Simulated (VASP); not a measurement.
Runs of VASP 6.6.1 on TiAl3. The structure is that of space group I4/mmm (No. 139), or close to it. The cells are those of the table. 

```csv
cell,gap on the mesh (eV),pressure (GPa)
"a = 3.709, b = 3.709, c = 8.307 Å, 8 atoms",none,12.5
"a = 3.824, b = 3.824, c = 8.393 Å, 8 atoms",none,2.3
"a = 3.900, b = 3.900, c = 8.735 Å, 8 atoms",none,-6.1
"a = 3.824, b = 3.824, c = 8.307 Å, 8 atoms",none,(a)
"a = 3.939, b = 3.939, c = 8.450 Å, 8 atoms",none,-4.9
"a = 3.824, b = 3.824, c = 8.821 Å, 8 atoms",none,-3.1
"a = 3.748, b = 3.748, c = 8.393 Å, 8 atoms",none,(b)
"a = 3.862, b = 3.862, c = 8.649 Å, 8 atoms",none,-3.3
```

Alike in all rows: task single point; level r2SCAN; potentials or basis VASP PAW PBE potentials, release 64 (Ti_sv, Al); no spin polarisation; k mesh 10 × 10 × 4; cutoff (eV) 520; smearing gaussian 0.1 eV.

Estimate the missing entries.

(a) 3.6; (b) 7.7.

Caveats: the PAW data sets were made with another functional, which shifts forces and pressure a little; the cell stands under pressure (at least some runs); the cell stands under tension (at least some runs); the stress differs along the axes, from 2 to 8 GPa (at least some runs); the stress differs along the axes, from -7 to -0 GPa (at least some runs); the stress differs along the axes, from -7 to -1 GPa (at least some runs).

A gap of «none» marks levels without a gap at the run's occupations.
